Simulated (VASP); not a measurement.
# CsCl (Pm-3m) in VASP: a series of runs, part 3 of 3

VASP 6.6.1. The steps go on from the part before.

**5. Single point, r2SCAN (34.42 Å³/atom)**

This run uses another cell than the first one, of 34.42 Å³/atom.

Contents of POSCAR:

```
CsCl
1.0
    4.0983534364      0.0000000000      0.0000000000
    0.0000000000      4.0983534364      0.0000000000
    0.0000000000      0.0000000000      4.0983534364
Cs Cl
1 1
Direct
    0.0000000000      0.0000000000      0.0000000000
    0.5000000000      0.5000000000      0.5000000000
```

Contents of INCAR.step1:

```
SYSTEM = CsCl
PREC = Accurate
ENCUT = 550
ISMEAR = 0
SIGMA = 0.02
LREAL = .FALSE.
LASPH = .TRUE.
NELM = 120
NBANDS = 15
GGA = PE
ALGO = Normal
EDIFF = 1E-5
LWAVE = .TRUE.
LCHARG = .FALSE.
GGA_COMPAT = .FALSE.
```

Contents of INCAR.step2:

```
SYSTEM = CsCl
PREC = Accurate
ENCUT = 550
EDIFF = 1E-6
ISMEAR = 0
SIGMA = 0.02
LREAL = .FALSE.
LASPH = .TRUE.
NELM = 120
ALGO = Normal
ISIF = 2
LWAVE = .FALSE.
LCHARG = .FALSE.
METAGGA = R2SCAN
LMIXTAU = .TRUE.
NBANDS = 15
ISTART = 1
GGA_COMPAT = .FALSE.
```

Contents of KPOINTS:

```
regular mesh
0
G
  6 6 6
  0 0 0
```

Potentials or basis: VASP PAW PBE potentials, release 64 (Cs_sv, Cl).

The run is started by

```sh
$ cat potpaw_PBE.64/Cs_sv/POTCAR potpaw_PBE.64/Cl/POTCAR > POTCAR
$ cp INCAR.step1 INCAR
$ mpirun -np 1 vasp_std > vasp.out
$ cp INCAR.step2 INCAR
$ mpirun -np 1 vasp_std > vasp.out
```

OUTCAR:

```text
SYSTEM = CsCl
   PREC = Accurate
   ENCUT = 550
   EDIFF = 1E-6
   ISMEAR = 0
   LREAL = .FALSE.
   LASPH = .TRUE.
   NELM = 120
   ISIF = 2
   METAGGA = R2SCAN
   ISTART = 1

 ion  position               nearest neighbor table
   1  0.000  0.000  0.000-
   2  0.500  0.500  0.500-

  LATTYP: Found a simple cubic cell.
 ALAT       =     4.0983534364

  Lattice vectors:

 A1 = (   4.0983534364,   0.0000000000,   0.0000000000)
 A2 = (   0.0000000000,   4.0983534364,   0.0000000000)
 A3 = (   0.0000000000,   0.0000000000,   4.0983534364)

Analysis of symmetry for initial positions (statically):
=====================================================================
 Subroutine PRICEL returns:
 Original cell was already a primitive cell.

 Routine SETGRP: Setting up the symmetry group for a
 simple cubic supercell.

 Subroutine GETGRP returns: Found 48 space group operations
 (whereof 48 operations were pure point group operations)
 out of a pool of 48 trial point group operations.

The static configuration has the point symmetry O_h .

Analysis of symmetry for dynamics (positions and initial velocities):
=====================================================================
 Subroutine PRICEL returns:
 Original cell was already a primitive cell.

 Routine SETGRP: Setting up the symmetry group for a
 simple cubic supercell.

 Subroutine GETGRP returns: Found 48 space group operations
 (whereof 48 operations were pure point group operations)
 out of a pool of 48 trial point group operations.

The dynamic configuration has the point symmetry O_h .

 Subroutine INISYM returns: Found 48 space group operations
 (whereof 48 operations are pure point group operations),
 and found     1 'primitive' translations

----------------------------------------------------------------------------------------

                                     Primitive cell

  volume of cell :      68.8380

  direct lattice vectors                    reciprocal lattice vectors
     4.098353436  0.000000000  0.000000000     0.244000430  0.000000000  0.000000000
     0.000000000  4.098353436  0.000000000     0.000000000  0.244000430  0.000000000
     0.000000000  0.000000000  4.098353436     0.000000000  0.000000000  0.244000430

  length of vectors
     4.098353436  4.098353436  4.098353436     0.244000430  0.244000430  0.244000430

  position of ions in fractional coordinates (direct lattice)
     0.000000000  0.000000000  0.000000000
     0.500000000  0.500000000  0.500000000

  ion indices of the primitive-cell ions
   primitive index   ion index
                 1           1
                 2           2

----------------------------------------------------------------------------------------

 KPOINTS: regular mesh

Automatic generation of k-mesh.
 Grid dimensions read from file:
 generate k-points for:    6    6    6

 Generating k-lattice:

  Cartesian coordinates                     Fractional coordinates (reciprocal lattice)
     0.040666738  0.000000000  0.000000000     0.166666667  0.000000000  0.000000000
     0.000000000  0.040666738  0.000000000     0.000000000  0.166666667  0.000000000
     0.000000000  0.000000000  0.040666738     0.000000000  0.000000000  0.166666667

  Length of vectors
     0.040666738  0.040666738  0.040666738

  Shift w.r.t. Gamma in fractional coordinates (k-lattice)
     0.000000000  0.000000000  0.000000000

 Subroutine IBZKPT returns following result:
 ===========================================

 Found     20 irreducible k-points:

 Following reciprocal coordinates:
            Coordinates               Weight
  0.000000  0.000000  0.000000      1.000000
  0.166667  0.000000  0.000000      6.000000
  0.333333  0.000000  0.000000      6.000000
  0.500000  0.000000  0.000000      3.000000
  0.166667  0.166667  0.000000     12.000000
  0.333333  0.166667  0.000000     24.000000
[... 12 lines left out ...]
  0.500000  0.500000  0.333333      6.000000
  0.500000  0.500000  0.500000      1.000000
   k-points           NKPTS =     20   k-points in BZ     NKDIM =     20   number of bands    NBANDS=     15
   number of dos      NEDOS =    301   number of ions     NIONS =      2
   total plane-waves  NPLWV =  32768
   dimension x,y,z NGX =    32 NGY =   32 NGZ =   32
   dimension x,y,z NGXF=    64 NGYF=   64 NGZF=   64
   ions per type =               1   1
   NGX,Y,Z   is equivalent  to a cutoff of  12.98, 12.98, 12.98 a.u.
   NGXF,Y,Z  is equivalent  to a cutoff of  25.96, 25.96, 25.96 a.u.
 SYSTEM =  CsCl
   PREC   = accura    normal or accurate (medium, high low for compatibility)
   ISTART =      1    job   : 0-new  1-cont  2-samecut
   ICHARG =      0    charge: 1-file 2-atom 10-const
   ISPIN  =      1    spin polarized calculation?
   LNONCOLLINEAR =      F non collinear calculations
   LSORBIT =      F    spin-orbit coupling
   LASPH  =      T    aspherical Exc in radial PAW
   ENCUT  =  550.0 eV  40.42 Ry    6.36 a.u.   7.84  7.84  7.84*2*pi/ulx,y,z
   NELM   =    120;   NELMIN=  2; NELMDL=  0     # of ELM steps
   EDIFF  = 0.1E-05   stopping-criterion for ELM
   LREAL  =      F    real-space projection
   EDIFFG = 0.1E-04   stopping-criterion for IOM
   NSW    =      0    number of steps for IOM
   IBRION =     -1    ionic relax: 0-MD 1-quasi-New 2-CG
   NFREE  =      0    steps in history (QN), initial steepest desc. (CG)
   ISIF   =      2    stress and relaxation
   ISYM   =      2    0-nonsym 1-usesym 2-fastsym
   POTIM  = 0.5000    time-step for ionic-motion
   TEBEG  =    0.0;   TEEND  =   0.0 temperature during run
   PSTRESS=    0.0 pullay stress
   NELECT =      16.0000    total number of electrons
   NUPDOWN=      -1.0000    fix difference up-down
   EMIN   =  10.00;   EMAX   =-10.00  energy-range for DOS
   EFERMI =   0.00;   METHOD = LEGACY
   ISMEAR =     0;   SIGMA  =   0.02  broadening in eV -4-tet -1-fermi 0-gaus
   EFERMI_NEDOS =   21; number of points for ismear=-14 and -15
   IALGO  =     38    algorithm
   IMIX   =      4    mixing-type and parameters
     AMIX     =   0.40;   BMIX     =  1.00
     AMIX_MAG =   1.60;   BMIX_MAG =  1.00
  volume/ion in A,a.u.               =      34.42       232.27
  Fermi-wavevector in a.u.,A,eV,Ry     =   1.006558  1.902119 13.784862  1.013159
  Thomas-Fermi vector in A             =   2.139308
   LORBIT       =      0    0 simple, 1 ext, 2 COOP (PROOUT), +10 PAW based schemes
   METAGGA = R2SCAN    functional components
   LHFCALC =     F    Hartree Fock is set to
   AEXX    =    0.0000 exact exchange contribution
   IVDW    =     0    specifies the selected vdW correction
   LEPSILON=     F    determine dielectric tensor
   LRPA    =     F    only Hartree local field effects (RPA)
 non-spin polarized calculation
 Gauss-broadening in eV      SIGMA  =   0.02
  energy-cutoff  :      550.00
  volume of cell :       68.84
 maximum number of plane-waves:      2040
 NGX is ok and might be reduce to    32
   NGX = 15   NGY = 15   NGZ = 15

 number of electron      16.0000007 magnetization

 Free energy of the ion-electron system (eV)
  ---------------------------------------------------
  ext. energy  EPLUGINS =         0.00000000
  ---------------------------------------------------
  free energy    TOTEN  =       -35.52028479 eV

  energy without entropy =      -35.52028479  energy(sigma->0) =      -35.52028479

 E-fermi :  -0.4927     XC(G=0):  -8.7598

 val. band max:       -0.5904512698   @ k =   0.0000   0.0000   0.0000
 cond. band min:       5.2900503802   @ k =   0.0000   0.0000   0.0000
 fundamental gap:      5.8805016500
 Fermi energy:        -0.4926785161

 k-point     1 :       0.0000    0.0000    0.0000
  band No.  band energies     occupation
      1     -20.4565      2.00000
      2     -13.3445      2.00000
      3      -6.5519      2.00000
      4      -6.5519      2.00000
      5      -6.5519      2.00000
      6      -0.5905      2.00000
      7      -0.5905      2.00000
      8      -0.5905      2.00000
      9       5.2901      0.00000
     10       5.2901      0.00000
     11       5.5611      0.00000
     12      10.2183      0.00000
     13      10.2183      0.00000
     14      10.2183      0.00000
[... 329 lines left out ...]
      2     -13.1727      2.00000
      3      -7.1125      2.00000
      4      -7.1125      2.00000
      5      -7.1125      2.00000
      6      -1.7377      2.00000
      7      -1.7377      2.00000
      8      -1.7377      2.00000
      9       8.6727      0.00000
     10       8.6727      0.00000
     11       8.6727      0.00000
     12      10.8384      0.00000
     13      10.8384      0.00000
     14      10.8384      0.00000
     15      12.6520      0.00000

------------------------ aborting loop because EDIFF is reached ----------------------------------------

  FORCE on cell =-STRESS in cart. coord.  units (eV):
  Direction    XX          YY          ZZ          XY          YZ          ZX
  --------------------------------------------------------------------------------------
  -------------------------------------------------------------------------------------
  Total        0.2812685      0.2812685      0.2812685     -0.0000000      0.0000000     -0.0000000
  in kB        6.5464127      6.5464127      6.5464127     -0.0000000      0.0000000     -0.0000000
  external PRESSURE =       6.5464127 kB  Pullay stress =       0.0000000 kB

 VOLUME and BASIS-vectors are now :
 -----------------------------------------------------------------------------
  energy-cutoff  :      550.00
  volume of cell :       68.84
      direct lattice vectors                 reciprocal lattice vectors
     4.098353436  0.000000000  0.000000000     0.244000430  0.000000000  0.000000000
     0.000000000  4.098353436  0.000000000     0.000000000  0.244000430  0.000000000
     0.000000000  0.000000000  4.098353436     0.000000000  0.000000000  0.244000430

 POSITION                                       TOTAL-FORCE (eV/Angst)
 -----------------------------------------------------------------------------------
      0.00000      0.00000      0.00000         0.000000      0.000000      0.000000
      2.04918      2.04918      2.04918         0.000000      0.000000      0.000000
 -----------------------------------------------------------------------------------
    total drift:                                0.000000      0.000000     -0.000000

  FREE ENERGIE OF THE ION-ELECTRON SYSTEM (eV)
  ---------------------------------------------------
  free  energy   TOTEN  =       -35.5202847933 eV

  energy  without entropy=      -35.5202847933  energy(sigma->0) =      -35.52028479
```

Run time: 74 s. Hardware: 1 thread of Intel Xeon 8259CL, shared host; peak memory 0.19 GiB.

What came out:

```
Free energy            : -35.5203 eV
Pressure               : 0.7 GPa
Band gap on the k mesh : 5.88 eV
```

Caveat: the PAW data sets were made with another functional, which shifts forces and pressure a little; spin-orbit coupling is left out, which moves the levels of the heavy elements. r2SCAN opens gaps a little over a GGA but as a rule still falls short of measured ones.

**6. Summary**

```csv
cell,gap on the mesh (eV),pressure (GPa)
"a = 3.967 Å, 2 atoms",5.75,3.3
"a = 4.012 Å, 2 atoms",5.80,2.3
"a = 4.056 Å, 2 atoms",5.84,1.4
"a = 4.098 Å, 2 atoms",5.88,0.7
```

Alike in all rows: task single point; level r2SCAN; potentials or basis VASP PAW PBE potentials, release 64 (Cs_sv, Cl); no spin polarisation; k mesh 6 × 6 × 6; cutoff (eV) 550; smearing gaussian 0.02 eV.

Caveats: the PAW data sets were made with another functional, which shifts forces and pressure a little; spin-orbit coupling is left out, which moves the levels of the heavy elements; the cell stands under pressure (at least some runs).

Absolute energies hang on the potentials; compare differences alone.
